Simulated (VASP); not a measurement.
Set up this calculation in VASP 6.6.1, as the native input.

* Task: single point
* Functional: PBEsol
* Potentials or basis: VASP PAW PBE potentials, release 64 (Sn_d)
* Cutoff: 520 eV
* k mesh: 8 × 8 × 8
* Occupations: fermi-dirac, width 0.1 eV
* Spin: no spin polarisation
* Dipole correction: no
* Further INCAR settings: ALGO = Normal; EDIFF = 1e-07; NBANDS = 13

The structure of Sn lies in POSCAR:

```
Sn
1.0
   -1.6111521153      1.6750057500      2.1770621575
    1.6111521153     -1.6750057500      2.1770621575
    1.6111521153      1.6750057500     -2.1770621575
Sn
1
Direct
    0.0033238040     -0.0009931105     -0.0019548735
```

The input as run:

INCAR

```
  ALGO = Normal
  EDIFF = 1E-7
  ENCUT = 520
  GGA = PS
  ISIF = 2
  ISMEAR = -1
  LASPH = T
  LCHARG = F
  LREAL = F
  LWAVE = F
  NBANDS = 13
  NELM = 100
  PREC = Accurate
  SIGMA = 0.1
```

KPOINTS

```
k-points
0
Gamma
  8 8 8
```

Potentials or basis: VASP PAW PBE potentials, release 64 (Sn_d).

Launch:

```console
$ cat potpaw_PBE.64/Sn_d/POTCAR > POTCAR
$ mpirun -np 1 vasp_std > vasp.out
```

It gave:

```
Pressure               : 8.8 GPa
Band gap on the k mesh : zero (band 7 reaches 18.39 eV, above the bottom of band 8 at 7.80 eV)
```

Caveat: the PAW data sets were made with another functional, which shifts forces and pressure a little; spin-orbit coupling is left out, which moves the levels of the heavy elements.

Run time: 10 s on 1 thread of Intel Xeon 6975P-C, with other jobs on the host, peak memory 0.15 GiB.
